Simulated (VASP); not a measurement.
Runs of VASP 6.6.1 on C. The structure is that of space group P6_3/mmc (No. 194), or close to it. The cells are those of the table. 

```csv
cell,pressure (GPa),moment (μB)
"a = 2.466, b = 2.466, c = 8.242 Å, angles 90.0, 90.0, 120.0°, 4 atoms",0.5,0.00
"a = 2.467, b = 2.467, c = 8.647 Å, angles 90.0, 90.0, 120.0°, 4 atoms",(a),0.00
"a = 2.466, b = 2.466, c = 8.550 Å, angles 90.0, 90.0, 120.0°, 4 atoms",0.4,0.00
"a = 2.466, b = 2.466, c = 8.433 Å, angles 90.0, 90.0, 120.0°, 4 atoms",0.5,0.00
```

Alike in all rows: task single point; level PBE; potentials or basis VASP PAW PBE potentials, release 64 (C); spin non-collinear, zero start, SOC; k mesh 10 × 10 × 4; cutoff (eV) 520; smearing gaussian 0.05 eV.

Task: Fill in the values left out.

Result: (a) 0.2.

Caveats: this functional lacks dispersion, which binds the layers, so the pressure and a relaxed spacing across them are unreliable.
